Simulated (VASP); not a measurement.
# Rh (P6/mmm) in VASP: notebook

The runs below take Rh through single point, with r2SCAN.

Everything below comes from runs of VASP 6.6.1. Logs are shortened: lines on timing, memory, paths and dates and some standing lists are left out, and cuts for length are marked.

### Step 1. The cell of the first run

The structure is hexagonal, space group P6/mmm (No. 191). Conventional cell: a = 4.302 Å, b = 4.302 Å, c = 2.636 Å, α = 90.00°, β = 90.00°, γ = 120.00°. Rh (site symmetry 6/mmm) has 14 Rh at 2.64 to 2.81 Å within 3.5 Å. Within 3.3 Å of Rh (site symmetry -6m2) lie 11 Rh at 2.48 to 2.81 Å.

### Step 2. Single point, r2SCAN

POSCAR

```
Rh
1.0
    4.3024980476      0.0000000000      0.0000000000
   -2.1512490238      3.7260726089      0.0000000000
    0.0000000000      0.0000000000      2.6358883048
Rh
3
Direct
    0.0000000000      0.0000000000      0.0000000000
    0.3333333333      0.6666666667      0.5000000000
    0.6666666667      0.3333333333      0.5000000000
```

INCAR.step1

```
SYSTEM = Rh
ALGO     = Normal         ! electronic algorithm
EDIFF    = 1E-4           ! SCF threshold, eV
ENCUT    = 520            ! plane-wave cutoff, eV
GGA      = PE             ! functional
ISMEAR   = 0              ! smearing method
LASPH    = .TRUE.         ! aspherical terms in the spheres
LCHARG   = .FALSE.        ! write CHGCAR
LREAL    = .FALSE.        ! projectors in reciprocal space
LWAVE    = .TRUE.         ! write WAVECAR
NBANDS   = 30             ! bands
NELM     = 100            ! most SCF steps
PREC     = Accurate       ! precision mode
SIGMA    = 0.1            ! smearing width, eV
```

INCAR.step2

```
SYSTEM = Rh
ALGO     = Normal         ! electronic algorithm
EDIFF    = 1E-6           ! SCF threshold, eV
ENCUT    = 520            ! plane-wave cutoff, eV
ISIF     = 2              ! what is computed and relaxed
ISMEAR   = 0              ! smearing method
ISTART   = 1            
LASPH    = .TRUE.         ! aspherical terms in the spheres
LCHARG   = .FALSE.        ! write CHGCAR
LMIXTAU  = .TRUE.       
LREAL    = .FALSE.        ! projectors in reciprocal space
LWAVE    = .FALSE.        ! write WAVECAR
METAGGA  = R2SCAN         ! meta-GGA
NBANDS   = 30             ! bands
NELM     = 100            ! most SCF steps
PREC     = Accurate       ! precision mode
SIGMA    = 0.1            ! smearing width, eV
```

KPOINTS

```
k-points
0
G
  12 12 18
  0 0 0
```

Potentials or basis: VASP PAW PBE potentials, release 64 (Rh_pv).

On the command line:

```console
$ cat potpaw_PBE.64/Rh_pv/POTCAR > POTCAR
$ cp INCAR.step1 INCAR
$ mpirun -np 1 vasp_std > vasp.out
$ cp INCAR.step2 INCAR
$ mpirun -np 1 vasp_std > vasp.out
```

OUTCAR:

```text
SYSTEM = Rh
   EDIFF = 1E-6
   ENCUT = 520
   ISIF = 2
   ISMEAR = 0
   ISTART = 1
   LASPH = .TRUE.
   LREAL = .FALSE.
   METAGGA = R2SCAN
   NELM = 100
   PREC = Accurate

 ion  position               nearest neighbor table
   1  0.000  0.000  0.000-   2 2.81   3 2.81   2 2.81   3 2.81   2 2.81   2 2.81   3 2.81   3 2.81
                             3 2.81   3 2.81   2 2.81   2 2.81
   2  0.333  0.667  0.500-   3 2.48   3 2.48   3 2.48   1 2.81   1 2.81   1 2.81   1 2.81   1 2.81
                             1 2.81
   3  0.667  0.333  0.500-   2 2.48   2 2.48   2 2.48   1 2.81   1 2.81   1 2.81   1 2.81   1 2.81
                             1 2.81

  LATTYP: Found a hexagonal cell.
 ALAT       =     4.3024980476
 C/A-ratio  =     0.6126413715

  Lattice vectors:

 A1 = (   4.3024980476,   0.0000000000,   0.0000000000)
 A2 = (  -2.1512490238,   3.7260726089,   0.0000000000)
 A3 = (   0.0000000000,   0.0000000000,   2.6358883048)

Analysis of symmetry for initial positions (statically):
=====================================================================
 Subroutine PRICEL returns:
 Original cell was already a primitive cell.

 Routine SETGRP: Setting up the symmetry group for a
 hexagonal supercell.

 Subroutine GETGRP returns: Found 24 space group operations
 (whereof 24 operations were pure point group operations)
 out of a pool of 24 trial point group operations.

The static configuration has the point symmetry D_6h.

Analysis of symmetry for dynamics (positions and initial velocities):
=====================================================================
 Subroutine PRICEL returns:
 Original cell was already a primitive cell.

 Routine SETGRP: Setting up the symmetry group for a
 hexagonal supercell.

 Subroutine GETGRP returns: Found 24 space group operations
 (whereof 24 operations were pure point group operations)
 out of a pool of 24 trial point group operations.

The dynamic configuration has the point symmetry D_6h.

 Subroutine INISYM returns: Found 24 space group operations
 (whereof 24 operations are pure point group operations),
 and found     1 'primitive' translations

----------------------------------------------------------------------------------------

                                     Primitive cell

  volume of cell :      42.2570

  direct lattice vectors                    reciprocal lattice vectors
     4.302498048  0.000000000  0.000000000     0.232423115  0.134189548  0.000000000
    -2.151249024  3.726072609  0.000000000     0.000000000  0.268379096  0.000000000
     0.000000000  0.000000000  2.635888305     0.000000000  0.000000000  0.379378746

  length of vectors
     4.302498048  4.302498048  2.635888305     0.268379096  0.268379096  0.379378746

  position of ions in fractional coordinates (direct lattice)
     0.000000000  0.000000000  0.000000000
     0.333333333  0.666666667  0.500000000
     0.666666667  0.333333333  0.500000000

  ion indices of the primitive-cell ions
   primitive index   ion index
                 1           1
                 2           2
                 3           3

----------------------------------------------------------------------------------------

 KPOINTS: k-points

Automatic generation of k-mesh.
 Grid dimensions read from file:
 generate k-points for:   12   12   18

 Generating k-lattice:

  Cartesian coordinates                     Fractional coordinates (reciprocal lattice)
     0.019368593  0.011182462  0.000000000     0.083333333  0.000000000  0.000000000
     0.000000000  0.022364925  0.000000000     0.000000000  0.083333333  0.000000000
     0.000000000  0.000000000  0.021076597     0.000000000  0.000000000  0.055555556

  Length of vectors
     0.022364925  0.022364925  0.021076597

  Shift w.r.t. Gamma in fractional coordinates (k-lattice)
     0.000000000  0.000000000  0.000000000

 Subroutine IBZKPT returns following result:
 ===========================================

 Found    190 irreducible k-points:

 Following reciprocal coordinates:
            Coordinates               Weight
  0.000000  0.000000  0.000000      1.000000
  0.083333 -0.000000  0.000000      6.000000
  0.166667 -0.000000  0.000000      6.000000
  0.250000  0.000000  0.000000      6.000000
  0.333333  0.000000  0.000000      6.000000
  0.416667 -0.000000  0.000000      6.000000
[... 16 lines left out ...]
  0.250000  0.000000  0.055556     12.000000
  0.333333  0.000000  0.055556     12.000000
 [... further k-points ...]
   k-points           NKPTS =    190   k-points in BZ     NKDIM =    190   number of bands    NBANDS=     30
   number of dos      NEDOS =    301   number of ions     NIONS =      3
   total plane-waves  NPLWV =  20480
   dimension x,y,z NGX =    32 NGY =   32 NGZ =   20
   dimension x,y,z NGXF=    64 NGYF=   64 NGZF=   40
   ions per type =               3
   NGX,Y,Z   is equivalent  to a cutoff of  12.36, 12.36, 12.61 a.u.
   NGXF,Y,Z  is equivalent  to a cutoff of  24.73, 24.73, 25.23 a.u.
 SYSTEM =  Rh
   PREC   = accura    normal or accurate (medium, high low for compatibility)
   ISTART =      1    job   : 0-new  1-cont  2-samecut
   ICHARG =      0    charge: 1-file 2-atom 10-const
   ISPIN  =      1    spin polarized calculation?
   LNONCOLLINEAR =      F non collinear calculations
   LSORBIT =      F    spin-orbit coupling
   LASPH  =      T    aspherical Exc in radial PAW
   ENCUT  =  520.0 eV  38.22 Ry    6.18 a.u.   8.00  8.00  4.90*2*pi/ulx,y,z
   NELM   =    100;   NELMIN=  2; NELMDL=  0     # of ELM steps
   EDIFF  = 0.1E-05   stopping-criterion for ELM
   LREAL  =      F    real-space projection
   EDIFFG = 0.1E-04   stopping-criterion for IOM
   NSW    =      0    number of steps for IOM
   IBRION =     -1    ionic relax: 0-MD 1-quasi-New 2-CG
   NFREE  =      0    steps in history (QN), initial steepest desc. (CG)
   ISIF   =      2    stress and relaxation
   ISYM   =      2    0-nonsym 1-usesym 2-fastsym
   POTIM  = 0.5000    time-step for ionic-motion
   TEBEG  =    0.0;   TEEND  =   0.0 temperature during run
   PSTRESS=    0.0 pullay stress
   NELECT =      45.0000    total number of electrons
   NUPDOWN=      -1.0000    fix difference up-down
   EMIN   =  10.00;   EMAX   =-10.00  energy-range for DOS
   EFERMI =   0.00;   METHOD = LEGACY
   ISMEAR =     0;   SIGMA  =   0.10  broadening in eV -4-tet -1-fermi 0-gaus
   EFERMI_NEDOS =   21; number of points for ismear=-14 and -15
   IALGO  =     38    algorithm
   IMIX   =      4    mixing-type and parameters
     AMIX     =   0.40;   BMIX     =  1.00
     AMIX_MAG =   1.60;   BMIX_MAG =  1.00
  volume/ion in A,a.u.               =      14.09        95.05
  Fermi-wavevector in a.u.,A,eV,Ry     =   1.671781  3.159208 38.026257  2.794851
  Thomas-Fermi vector in A             =   2.757043
   LORBIT       =      0    0 simple, 1 ext, 2 COOP (PROOUT), +10 PAW based schemes
   METAGGA = R2SCAN    functional components
   LHFCALC =     F    Hartree Fock is set to
   AEXX    =    0.0000 exact exchange contribution
   IVDW    =     0    specifies the selected vdW correction
   LEPSILON=     F    determine dielectric tensor
   LRPA    =     F    only Hartree local field effects (RPA)
 non-spin polarized calculation
 Gauss-broadening in eV      SIGMA  =   0.10
  energy-cutoff  :      520.00
  volume of cell :       42.26
 maximum number of plane-waves:      1161
 NGX is ok and might be reduce to    32
   NGX = 15   NGY = 15   NGZ =  9

 number of electron      44.9999991 magnetization

 Free energy of the ion-electron system (eV)
  ---------------------------------------------------
  ext. energy  EPLUGINS =         0.00000000
  ---------------------------------------------------
  free energy    TOTEN  =       -71.71260867 eV

  energy without entropy =      -71.68271032  energy(sigma->0) =      -71.69765949

 E-fermi :  11.3337     XC(G=0): -14.9913

 val. band max:       11.3301166794   @ k =   0.3333   0.0833   0.1667
 cond. band min:      11.3338058963   @ k =   0.3333   0.1667   0.0000
 fundamental gap:      0.0036892168
 Fermi energy:        11.3336632072

 k-point     1 :       0.0000    0.0000    0.0000
  band No.  band energies     occupation
      1     -37.1517      2.00000
      2     -37.1517      2.00000
      3     -36.7478      2.00000
      4     -36.7478      2.00000
      5     -36.5156      2.00000
      6     -36.3749      2.00000
[... 22 lines left out ...]
     29      20.2175      0.00000
     30      21.0087      0.00000

 k-point     2 :       0.0833   -0.0000    0.0000
  band No.  band energies     occupation
      1     -37.1616      2.00000
      2     -37.1506      2.00000
      3     -36.7342      2.00000
      4     -36.7326      2.00000
      5     -36.5126      2.00000
      6     -36.3918      2.00000
[... 22 lines left out ...]
     29      21.6142      0.00000
     30      21.6475      0.00000

 k-point     3 :       0.1667   -0.0000    0.0000
  band No.  band energies     occupation
      1     -37.1862      2.00000
      2     -37.1429      2.00000
      3     -36.6985      2.00000
      4     -36.6945      2.00000
      5     -36.5042      2.00000
      6     -36.4391      2.00000
[... 22 lines left out ...]
     29      22.4556      0.00000
     30      23.0363      0.00000

 k-point     4 :       0.2500    0.0000    0.0000
  band No.  band energies     occupation
      1     -37.2155      2.00000
      2     -37.1209      2.00000
      3     -36.6538      2.00000
      4     -36.6506      2.00000
      5     -36.5037      2.00000
      6     -36.4918      2.00000
[... 22 lines left out ...]
     29      23.5854      0.00000
     30      24.4139      0.00000

 k-point     5 :       0.3333    0.0000    0.0000
  band No.  band energies     occupation
      1     -37.2414      2.00000
      2     -37.0815      2.00000
      3     -36.6588      2.00000
      4     -36.5989      2.00000
      5     -36.5401      2.00000
      6     -36.4779      2.00000
[... 22 lines left out ...]
     29      25.0106      0.00000
     30      25.6586      0.00000
[... 526 lines left out ...]
     29      21.6767      0.00000
     30      21.6954      0.00000

 k-point    22 :       0.1667   -0.0000    0.0556
  band No.  band energies     occupation
      1     -37.1838      2.00000
      2     -37.1406      2.00000
      3     -36.6952      2.00000
      4     -36.6924      2.00000
      5     -36.5179      2.00000
      6     -36.4429      2.00000
[... 22 lines left out ...]
     29      22.4976      0.00000
     30      23.1122      0.00000

 k-point    23 :       0.2500    0.0000    0.0556
  band No.  band energies     occupation
      1     -37.2126      2.00000
      2     -37.1186      2.00000
      3     -36.6535      2.00000
      4     -36.6480      2.00000
      5     -36.5070      2.00000
      6     -36.5046      2.00000
[... 22 lines left out ...]
     29      23.6433      0.00000
     30      24.4893      0.00000

 k-point    24 :       0.3333    0.0000    0.0556
  band No.  band energies     occupation
      1     -37.2382      2.00000
      2     -37.0796      2.00000
      3     -36.6589      2.00000
      4     -36.5970      2.00000
      5     -36.5435      2.00000
      6     -36.4903      2.00000
[... 22 lines left out ...]
     29      25.0838      0.00000
     30      25.7411      0.00000

 [... further k-points ...]
[... 5 lines left out ...]
  --------------------------------------------------------------------------------------
  -------------------------------------------------------------------------------------
  Total        0.3218583      0.3218583      0.2738802      0.0000000      0.0000000     -0.0000000
  in kB       12.2032722     12.2032722     10.3841820      0.0000000      0.0000000     -0.0000000
  external PRESSURE =      11.5969088 kB  Pullay stress =       0.0000000 kB

 VOLUME and BASIS-vectors are now :
 -----------------------------------------------------------------------------
  energy-cutoff  :      520.00
  volume of cell :       42.26
      direct lattice vectors                 reciprocal lattice vectors
     4.302498048  0.000000000  0.000000000     0.232423115  0.134189548  0.000000000
    -2.151249024  3.726072609  0.000000000     0.000000000  0.268379096  0.000000000
     0.000000000  0.000000000  2.635888305     0.000000000  0.000000000  0.379378746

 POSITION                                       TOTAL-FORCE (eV/Angst)
 -----------------------------------------------------------------------------------
      0.00000      0.00000      0.00000         0.000000      0.000000      0.000000
     -0.00000      2.48405      1.31794        -0.000000      0.000000      0.000000
      2.15125      1.24202      1.31794         0.000000      0.000000      0.000000
 -----------------------------------------------------------------------------------
    total drift:                               -0.000000      0.000000      0.000000

  FREE ENERGIE OF THE ION-ELECTRON SYSTEM (eV)
  ---------------------------------------------------
  free  energy   TOTEN  =       -71.7126086666 eV

  energy  without entropy=      -71.6827103209  energy(sigma->0) =      -71.69765949
```

Wall time 7.3 min (1 thread of Intel Xeon Platinum 8259CL at 2.50GHz (Skylake/Cascade Lake), shared host); peak memory 0.29 GiB.

What came out:

* Free energy: -71.7126 eV
* Pressure: 1.2 GPa

Stress tensor (GPa, compression positive):
```
1.22 0.00 0.00
0.00 1.22 0.00
0.00 0.00 1.04
```

Caveat: the PAW data sets were made with another functional, which shifts forces and pressure a little.

### Step 3. Single point, r2SCAN

This run uses another cell than the first one, of 14.12 Å³/atom, 1.002 times its volume.

POSCAR

```
Rh
1.0
    4.2876396613      0.0000000000      0.0000000000
   -2.1438198307      3.7132048690      0.0000000000
    0.0000000000      0.0000000000      2.6601415685
Rh
3
Direct
    0.0000000000      0.0000000000      0.0000000000
    0.3333333333      0.6666666667      0.5000000000
    0.6666666667      0.3333333333      0.5000000000
```

INCAR.step1

```
SYSTEM = Rh
PREC = Accurate
ENCUT = 520
ISMEAR = 0
SIGMA = 0.1
LREAL = .FALSE.
LASPH = .TRUE.
NELM = 100
NBANDS = 30
GGA = PE
ALGO = Normal
EDIFF = 1E-4
LWAVE = .TRUE.
LCHARG = .FALSE.
```

INCAR.step2

```
SYSTEM = Rh
PREC = Accurate
ENCUT = 520
EDIFF = 1E-6
ISMEAR = 0
SIGMA = 0.1
LREAL = .FALSE.
LASPH = .TRUE.
NELM = 100
ALGO = Normal
ISIF = 2
LWAVE = .FALSE.
LCHARG = .FALSE.
METAGGA = R2SCAN
LMIXTAU = .TRUE.
NBANDS = 30
ISTART = 1
```

KPOINTS

```
Automatic mesh
0
G
  6 6 6
  0 0 0
```

Potentials or basis: VASP PAW PBE potentials, release 64 (Rh_pv).

On the command line:

```console
$ cat potpaw_PBE.64/Rh_pv/POTCAR > POTCAR
$ cp INCAR.step1 INCAR
$ mpirun -np 1 vasp_std > vasp.out
$ cp INCAR.step2 INCAR
$ mpirun -np 1 vasp_std > vasp.out
```

It took 3.4 min on 1 thread of AMD EPYC 7R43 (Zen 3), shared host; peak memory 0.14 GiB.

The run converged. Its results:

```
Free energy : -71.6339 eV
Pressure    : 1.0 GPa
```

Levels at points of the mesh, in eV from the Fermi level:
```csv
k point,band 21,band 22,band 23,band 24,band 25,band 26
"(0.00, 0.00, 0.00)",-1.75,-1.64,-1.64,0.81,0.81,8.94
"(0.50, 0.00, 0.00)",-0.20,0.08,0.13,0.13,0.55,0.88
"(0.00, 0.00, 0.50)",-0.03,0.45,0.45,1.58,2.88,3.71
"(0.50, 0.00, 0.50)",-0.37,0.19,0.55,1.21,3.17,3.76
```

Caveat: the k points lie up to 0.39 Å⁻¹ apart; the PAW data sets were made with another functional, which shifts forces and pressure a little.
